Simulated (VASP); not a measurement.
Runs of VASP 6.6.1 on SiO2. The structure is tetragonal, space group I-42d (No. 122). Conventional cell: a = 4.748 Å, b = 4.748 Å, c = 7.488 Å, α = 90.00°, β = 90.00°, γ = 90.00°. Within 2.2 Å of Si (site symmetry -4) lie 4 O at 1.62 Å. O (site symmetry 2) has 2 Si at 1.62 Å within 2.2 Å. 

```csv
k mesh,gap on the mesh (eV),pressure (GPa),largest force (eV/Å)
"6 × 6 × 6, shifted",6.13,1.6,0.03
"2 × 2 × 2, shifted",7.19,1.7,(a)
8 × 8 × 8,(b),1.6,0.03
"4 × 4 × 4, shifted",6.32,1.6,0.03
```

Alike in all rows: task single point; level PBEsol; potentials or basis VASP PAW PBE potentials, release 64 (Si, O); no spin polarisation; cell as given; cutoff (eV) 520; smearing gaussian 0.02 eV.

**Question.** Fill in the values left out.

**Answer.** (a) 0.01; (b) 5.97.

Caveats: some runs use coarse meshes; the PAW data sets were made with another functional, which shifts forces and pressure a little.

A k mesh can miss the band edges.
